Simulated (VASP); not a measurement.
SnTe: relaxation of the atoms with r2SCAN

The system is SnTe.

```
Sn Te
1.0
     0.00000    3.16476    3.16476
     3.16476    0.00000    3.16476
     3.16476    3.16476    0.00000
Sn Te
1 1
Direct
  0.00000 0.00000 0.00000
  0.50000 0.50000 0.50000
```

```json
{"Program": "VASP 6.6.1", "Task": "relaxation of the atoms", "Functional": "r2SCAN", "Potentials or basis": "VASP PAW PBE potentials, release 64 (Sn_d, Te)", "Cutoff": "520 eV", "k mesh": "9 × 9 × 9", "Occupations": "fermi-dirac, width 0.1 eV", "Spin": "no spin polarisation", "Dipole correction": "no", "Further INCAR settings": "ALGO = Normal; EDIFF = 1e-07; IBRION = 2; EDIFFG = -0.01; NSW = 50"}
```

```yaml
Pressure_after_relaxing: 0.9 GPa
```

Final structure:
```
Sn Te
1.0
     0.00000    3.16476    3.16476
     3.16476    0.00000    3.16476
     3.16476    3.16476    0.00000
Sn Te
1 1
Cartesian
  0.0000 0.0000 0.0000
  3.1648 3.1648 3.1648
```

Levels at points of the mesh, in eV from the Fermi level:
| k point | band 6 | band 7 | band 8 | band 9 | band 10 | band 11 | band 12 | band 13 | band 14 |
| --- | --- | --- | --- | --- | --- | --- | --- | --- | --- |
| (0.00, 0.00, 0.00) | -13.41 | -4.80 | -2.46 | -2.46 | -2.46 | 3.40 | 3.40 | 3.40 | 4.98 |

Wall time 110 s on 1 thread of Intel Xeon 6975P-C, with other jobs on the host, peak memory 0.23 GiB.

Caveat: the relaxation stopped at its first step, so nothing moved; this odd mesh misses L, where the gap lies, so gap, dielectric constants and Born charges aren't listed; the PAW data sets were made with another functional, which shifts forces and pressure a little; spin-orbit coupling is left out, which moves the levels of the heavy elements.
